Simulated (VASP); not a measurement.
# KMgF3 (Pm-3m) in VASP: settings compared, part 2 of 3

VASP 6.6.1. Earlier steps stand in the parts before.

## Step 3: Single point, PBE

This run uses another cell than the first one, of 13.34 Å³/atom.

Contents of INCAR:

```
PREC = Accurate ; ENCUT = 520
EDIFF = 1E-7 ; ISMEAR = 0
SIGMA = 0.01 ; LREAL = F
LASPH = T ; NELM = 60
ALGO = Normal ; ISIF = 2
LWAVE = F ; LCHARG = F
GGA = PE ; NBANDS = 24
```

Contents of KPOINTS:

```
regular mesh
0
Gamma
  6 6 6
```

Contents of POSCAR:

```
KMgF3
1.0
    4.0552031151      0.0000000000      0.0000000000
    0.0000000000      4.0552031151      0.0000000000
    0.0000000000      0.0000000000      4.0552031151
K Mg F
1 1 3
Direct
    0.5000000000      0.5000000000      0.5000000000
    0.0000000000      0.0000000000      0.0000000000
    0.5000000000      0.0000000000      0.0000000000
    0.0000000000      0.5000000000      0.0000000000
    0.0000000000      0.0000000000      0.5000000000
```

Potentials or basis: VASP PAW PBE potentials, release 64 (K_sv, Mg, F).

The run is started by

```bash
$ cat potpaw_PBE.64/K_sv/POTCAR potpaw_PBE.64/Mg/POTCAR potpaw_PBE.64/F/POTCAR > POTCAR
$ mpirun -np 1 vasp_std > vasp.out
```

OUTCAR:

```text
PREC = Accurate
   ENCUT = 520
   EDIFF = 1E-7
   ISMEAR = 0
   LREAL = F
   LASPH = T
   NELM = 60
   ISIF = 2
   GGA = PE

 ion  position               nearest neighbor table
   1  0.500  0.500  0.500-   2 3.51   2 3.51   2 3.51   2 3.51   2 3.51   2 3.51   2 3.51   2 3.51

   2  0.000  0.000  0.000-   3 2.03   4 2.03   5 2.03   5 2.03   4 2.03   3 2.03   1 3.51   1 3.51
                             1 3.51   1 3.51   1 3.51   1 3.51   1 3.51   1 3.51
   3  0.500  0.000  0.000-   2 2.03   2 2.03
   4  0.000  0.500  0.000-   2 2.03   2 2.03
   5  0.000  0.000  0.500-   2 2.03   2 2.03

  LATTYP: Found a simple cubic cell.
 ALAT       =     4.0552031151

  Lattice vectors:

 A1 = (   4.0552031151,   0.0000000000,   0.0000000000)
 A2 = (   0.0000000000,   4.0552031151,   0.0000000000)
 A3 = (   0.0000000000,   0.0000000000,   4.0552031151)

Analysis of symmetry for initial positions (statically):
=====================================================================
 Subroutine PRICEL returns:
 Original cell was already a primitive cell.

 Routine SETGRP: Setting up the symmetry group for a
 simple cubic supercell.

 Subroutine GETGRP returns: Found 48 space group operations
 (whereof 48 operations were pure point group operations)
 out of a pool of 48 trial point group operations.

The static configuration has the point symmetry O_h .

Analysis of symmetry for dynamics (positions and initial velocities):
=====================================================================
 Subroutine PRICEL returns:
 Original cell was already a primitive cell.

 Routine SETGRP: Setting up the symmetry group for a
 simple cubic supercell.

 Subroutine GETGRP returns: Found 48 space group operations
 (whereof 48 operations were pure point group operations)
 out of a pool of 48 trial point group operations.

The dynamic configuration has the point symmetry O_h .

 Subroutine INISYM returns: Found 48 space group operations
 (whereof 48 operations are pure point group operations),
 and found     1 'primitive' translations

----------------------------------------------------------------------------------------

                                     Primitive cell

  volume of cell :      66.6865

  direct lattice vectors                    reciprocal lattice vectors
     4.055203115  0.000000000  0.000000000     0.246596772  0.000000000  0.000000000
     0.000000000  4.055203115  0.000000000     0.000000000  0.246596772  0.000000000
     0.000000000  0.000000000  4.055203115     0.000000000  0.000000000  0.246596772

  length of vectors
     4.055203115  4.055203115  4.055203115     0.246596772  0.246596772  0.246596772

  position of ions in fractional coordinates (direct lattice)
     0.500000000  0.500000000  0.500000000
     0.000000000  0.000000000  0.000000000
     0.500000000  0.000000000  0.000000000
     0.000000000  0.500000000  0.000000000
     0.000000000  0.000000000  0.500000000

  ion indices of the primitive-cell ions
   primitive index   ion index
                 1           1
                 2           2
                 3           3
                 4           4
                 5           5

[... 23 lines left out ...]

 Found     20 irreducible k-points:

 Following reciprocal coordinates:
            Coordinates               Weight
  0.000000  0.000000  0.000000      1.000000
  0.166667  0.000000  0.000000      6.000000
  0.333333  0.000000  0.000000      6.000000
  0.500000  0.000000  0.000000      3.000000
  0.166667  0.166667  0.000000     12.000000
  0.333333  0.166667  0.000000     24.000000
[... 12 lines left out ...]
  0.500000  0.500000  0.333333      6.000000
  0.500000  0.500000  0.500000      1.000000
   k-points           NKPTS =     20   k-points in BZ     NKDIM =     20   number of bands    NBANDS=     24
   number of dos      NEDOS =    301   number of ions     NIONS =      5
   total plane-waves  NPLWV =  27000
   dimension x,y,z NGX =    30 NGY =   30 NGZ =   30
   dimension x,y,z NGXF=    60 NGYF=   60 NGZF=   60
   ions per type =               1   1   3
   NGX,Y,Z   is equivalent  to a cutoff of  12.30, 12.30, 12.30 a.u.
   NGXF,Y,Z  is equivalent  to a cutoff of  24.60, 24.60, 24.60 a.u.
 SYSTEM =  unknown system
   PREC   = accura    normal or accurate (medium, high low for compatibility)
   ISTART =      0    job   : 0-new  1-cont  2-samecut
   ICHARG =      2    charge: 1-file 2-atom 10-const
   ISPIN  =      1    spin polarized calculation?
   LNONCOLLINEAR =      F non collinear calculations
   LSORBIT =      F    spin-orbit coupling
   LASPH  =      T    aspherical Exc in radial PAW
   ENCUT  =  520.0 eV  38.22 Ry    6.18 a.u.   7.54  7.54  7.54*2*pi/ulx,y,z
   NELM   =     60;   NELMIN=  2; NELMDL= -5     # of ELM steps
   EDIFF  = 0.1E-06   stopping-criterion for ELM
   LREAL  =      F    real-space projection
   EDIFFG = 0.1E-05   stopping-criterion for IOM
   NSW    =      0    number of steps for IOM
   IBRION =     -1    ionic relax: 0-MD 1-quasi-New 2-CG
   NFREE  =      0    steps in history (QN), initial steepest desc. (CG)
   ISIF   =      2    stress and relaxation
   ISYM   =      2    0-nonsym 1-usesym 2-fastsym
   POTIM  = 0.5000    time-step for ionic-motion
   TEBEG  =    0.0;   TEEND  =   0.0 temperature during run
   PSTRESS=    0.0 pullay stress
   NELECT =      32.0000    total number of electrons
   NUPDOWN=      -1.0000    fix difference up-down
   EMIN   =  10.00;   EMAX   =-10.00  energy-range for DOS
   EFERMI =   0.00;   METHOD = LEGACY
   ISMEAR =     0;   SIGMA  =   0.01  broadening in eV -4-tet -1-fermi 0-gaus
   EFERMI_NEDOS =   21; number of points for ismear=-14 and -15
   IALGO  =     38    algorithm
   IMIX   =      4    mixing-type and parameters
     AMIX     =   0.40;   BMIX     =  1.00
     AMIX_MAG =   1.60;   BMIX_MAG =  1.00
  volume/ion in A,a.u.               =      13.34        90.00
  Fermi-wavevector in a.u.,A,eV,Ry     =   1.281678  2.422020 22.350265  1.642698
  Thomas-Fermi vector in A             =   2.414034
   LORBIT       =      0    0 simple, 1 ext, 2 COOP (PROOUT), +10 PAW based schemes
   GGA     = PE    functional components
   LHFCALC =     F    Hartree Fock is set to
   AEXX    =    0.0000 exact exchange contribution
   IVDW    =     0    specifies the selected vdW correction
   LEPSILON=     F    determine dielectric tensor
   LRPA    =     F    only Hartree local field effects (RPA)
 non-spin polarized calculation
 Gauss-broadening in eV      SIGMA  =   0.01
  energy-cutoff  :      520.00
  volume of cell :       66.69
 maximum number of plane-waves:      1856
   NGX = 15   NGY = 15   NGZ = 15

 number of electron      31.9999960 magnetization

 Free energy of the ion-electron system (eV)
  ---------------------------------------------------
  ext. energy  EPLUGINS =         0.00000000
  ---------------------------------------------------
  free energy    TOTEN  =       -24.44978440 eV

  energy without entropy =      -24.44978440  energy(sigma->0) =      -24.44978440

 E-fermi :  -1.7634     XC(G=0):  -9.4299

 val. band max:       -1.8538868807   @ k =   0.5000   0.5000   0.5000
 cond. band min:       5.0700239218   @ k =   0.0000   0.0000   0.0000
 fundamental gap:      6.9239108025
 Fermi energy:        -1.7634194237

 k-point     1 :       0.0000    0.0000    0.0000
  band No.  band energies     occupation
      1     -27.6158      2.00000
      2     -21.8402      2.00000
      3     -21.2520      2.00000
      4     -21.2520      2.00000
      5     -11.1009      2.00000
      6     -11.1009      2.00000
[... 529 lines left out ...]
     23      12.6193      0.00000
     24      12.7996      0.00000

------------------------ aborting loop because EDIFF is reached ----------------------------------------

  FORCE on cell =-STRESS in cart. coord.  units (eV):
  Direction    XX          YY          ZZ          XY          YZ          ZX
  --------------------------------------------------------------------------------------
  -------------------------------------------------------------------------------------
  Total       -0.1923466     -0.1923466     -0.1923466     -0.0000000     -0.0000000     -0.0000000
  in kB       -4.6212269     -4.6212269     -4.6212269     -0.0000000     -0.0000000     -0.0000000
  external PRESSURE =      -4.6212269 kB  Pullay stress =       0.0000000 kB

 VOLUME and BASIS-vectors are now :
 -----------------------------------------------------------------------------
  energy-cutoff  :      520.00
  volume of cell :       66.69
      direct lattice vectors                 reciprocal lattice vectors
     4.055203115  0.000000000  0.000000000     0.246596772  0.000000000  0.000000000
     0.000000000  4.055203115  0.000000000     0.000000000  0.246596772  0.000000000
     0.000000000  0.000000000  4.055203115     0.000000000  0.000000000  0.246596772

 POSITION                                       TOTAL-FORCE (eV/Angst)
 -----------------------------------------------------------------------------------
      2.02760      2.02760      2.02760         0.000000      0.000000      0.000000
      0.00000      0.00000      0.00000         0.000000      0.000000      0.000000
      2.02760      0.00000      0.00000         0.000000      0.000000      0.000000
      0.00000      2.02760      0.00000         0.000000      0.000000      0.000000
      0.00000      0.00000      2.02760         0.000000      0.000000      0.000000
 -----------------------------------------------------------------------------------
    total drift:                                0.000000     -0.000000      0.000000

  FREE ENERGIE OF THE ION-ELECTRON SYSTEM (eV)
  ---------------------------------------------------
  free  energy   TOTEN  =       -24.4497844000 eV

  energy  without entropy=      -24.4497844000  energy(sigma->0) =      -24.44978440
```

OSZICAR:

```text
N       E                     dE             d eps       ncg     rms          rms(c)
DAV:   1     0.225875579868E+03    0.22588E+03   -0.17331E+04  1016   0.127E+03
DAV:   2    -0.147622031566E+02   -0.24064E+03   -0.23123E+03  1264   0.342E+02
DAV:   3    -0.261586042787E+02   -0.11396E+02   -0.11337E+02  1400   0.693E+01
DAV:   4    -0.266705437574E+02   -0.51194E+00   -0.51190E+00  1272   0.868E+00
DAV:   5    -0.266733047904E+02   -0.27610E-02   -0.27610E-02  1312   0.700E-01    0.895E+00
DAV:   6    -0.244563756459E+02    0.22169E+01   -0.73499E+00  1168   0.187E+01    0.383E+00
DAV:   7    -0.244513124102E+02    0.50632E-02   -0.25813E-01  1136   0.278E+00    0.227E+00
DAV:   8    -0.244498642458E+02    0.14482E-02   -0.73734E-02  1208   0.247E+00    0.308E-01
DAV:   9    -0.244494836870E+02    0.38056E-03   -0.14377E-02  1248   0.818E-01    0.140E-01
DAV:  10    -0.244498042265E+02   -0.32054E-03   -0.99073E-04  1160   0.203E-01    0.849E-02
DAV:  11    -0.244497891345E+02    0.15092E-04   -0.55749E-05  1168   0.569E-02    0.428E-02
DAV:  12    -0.244497841809E+02    0.49537E-05   -0.38037E-05  1064   0.422E-02    0.332E-03
DAV:  13    -0.244497844038E+02   -0.22295E-06   -0.13448E-06  1296   0.743E-03    0.121E-03
DAV:  14    -0.244497844000E+02    0.38258E-08   -0.13186E-07   952   0.233E-03
   1 F= -.24449784E+02 E0= -.24449784E+02  d E =-.223877E-39
```

Wall time 15 s (1 thread of AMD EPYC 9R45 (Zen 5), shared host); peak memory 0.15 GiB.

Results:

| Item | Value |
| --- | --- |
| Free energy | -24.4498 eV |
| Pressure | -0.5 GPa |
| Band gap on the k mesh | 6.92 eV (least direct gap 7.24 eV) |

Levels at points of the mesh, in eV from the valence-band top:
| k point | band 12 | band 13 | band 14 | band 15 | band 16 | band 17 | band 18 | band 19 | band 20 | band 21 |
| --- | --- | --- | --- | --- | --- | --- | --- | --- | --- | --- |
| (0.00, 0.00, 0.00) | -0.58 | -0.58 | -0.32 | -0.32 | -0.32 | 6.92 | 10.01 | 10.01 | 12.10 | 12.10 |
| (0.50, 0.00, 0.00) | -0.80 | -0.80 | -0.79 | -0.50 | -0.50 | 9.79 | 9.93 | 10.98 | 12.57 | 12.57 |
| (0.50, 0.50, 0.00) | -0.95 | -0.95 | -0.85 | -0.85 | -0.02 | 10.60 | 11.44 | 12.15 | 12.15 | 12.61 |
| (0.50, 0.50, 0.50) | -1.07 | -1.07 | 0.00 | 0.00 | 0.00 | 10.24 | 10.24 | 10.24 | 13.56 | 13.85 |

## Step 4: Single point, r2SCAN

This run uses another cell than the first one, of 12.64 Å³/atom.

POSCAR, as its differences from that of step 3:

```diff
@@ -2,5 +2,5 @@
 1.0
-    4.0552031151      0.0000000000      0.0000000000
-    0.0000000000      4.0552031151      0.0000000000
-    0.0000000000      0.0000000000      4.0552031151
+    3.9836435316      0.0000000000      0.0000000000
+    0.0000000000      3.9836435316      0.0000000000
+    0.0000000000      0.0000000000      3.9836435316
 K Mg F
```

Contents of INCAR.step1:

```
PREC = Accurate
ENCUT = 520
ISMEAR = 0
SIGMA = 0.01
LREAL = False
LASPH = True
NELM = 60
NBANDS = 24
GGA = PE
ALGO = Normal
EDIFF = 1E-4
LWAVE = True
LCHARG = False
```

Contents of INCAR.step2:

```
PREC = Accurate
ENCUT = 520
EDIFF = 1E-7
ISMEAR = 0
SIGMA = 0.01
LREAL = False
LASPH = True
NELM = 60
ALGO = Normal
ISIF = 2
LWAVE = False
LCHARG = False
METAGGA = R2SCAN
LMIXTAU = True
NBANDS = 24
ISTART = 1
```

Contents of KPOINTS:

```
Automatic mesh
0
Gamma
  6 6 6
```

The run is started by

```bash
$ cat potpaw_PBE.64/K_sv/POTCAR potpaw_PBE.64/Mg/POTCAR potpaw_PBE.64/F/POTCAR > POTCAR
$ cp INCAR.step1 INCAR
$ mpirun -np 1 vasp_std > vasp.out
$ cp INCAR.step2 INCAR
$ mpirun -np 1 vasp_std > vasp.out
```

Run time: 57 s. Hardware: 1 thread of AMD EPYC 9R45 (Zen 5), shared host; peak memory 0.16 GiB.

Results (log left out):

```
Free energy            : -37.4154 eV
Pressure               : -0.8 GPa
Band gap on the k mesh : 8.26 eV (least direct gap 8.58 eV)
```

Levels at points of the mesh, in eV from the valence-band top:
```
           k point  band 13  band 14  band 15  band 16  band 17  band 18  band 19  band 20
(0.00, 0.00, 0.00)    -0.64    -0.32    -0.32    -0.32     8.26    10.84    10.84    13.17
(0.50, 0.00, 0.00)    -0.87    -0.87    -0.53    -0.53    11.02    11.49    11.90    13.78
(0.50, 0.50, 0.00)    -1.04    -0.90    -0.90    -0.02    11.89    12.56    13.68    13.68
(0.50, 0.50, 0.50)    -1.12     0.00     0.00     0.00    11.38    11.38    11.38    15.02
```

Caveat: the PAW data sets were made with another functional, which shifts forces and pressure a little.

(Continued in part 3 of 3.)
